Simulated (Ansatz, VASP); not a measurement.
AgCl in VASP and in Ansatz

```
CELL_PARAMETERS angstrom
0.00000 2.76388 2.76388
2.76388 0.00000 2.76388
2.76388 2.76388 0.00000
ATOMIC_POSITIONS crystal
Ag 0.50000 0.50000 0.50000
Cl 0.00000 0.00000 0.00000
```

Change from the starting cell: volume scaled by 0.99, crystal datasets.

Alike in both runs: task electric field gradients; functional LDA; k mesh 8 × 8 × 8; occupations fermi-dirac, width 0.02 eV; no spin polarisation.

|  | VASP | Ansatz |
| --- | --- | --- |
| version | VASP 6.6.1 | Ansatz 0.2.0 |
| potentials or method | VASP PAW LDA potentials, release 64 (Ag, Cl), cutoff 520 eV | all-electron PAW with datasets made for the crystal, scalar-relativistic |

|  | VASP | Ansatz | Ansatz less VASP |
| --- | --- | --- | --- |
| pressure (GPa) | -5.2 | -5.2 | +0.02 |

LDA's correlation is that of Perdew and Zunger in VASP and of Perdew and Wang (1992) in Ansatz. Ansatz ran all-electron here, and VASP with PAW potentials.
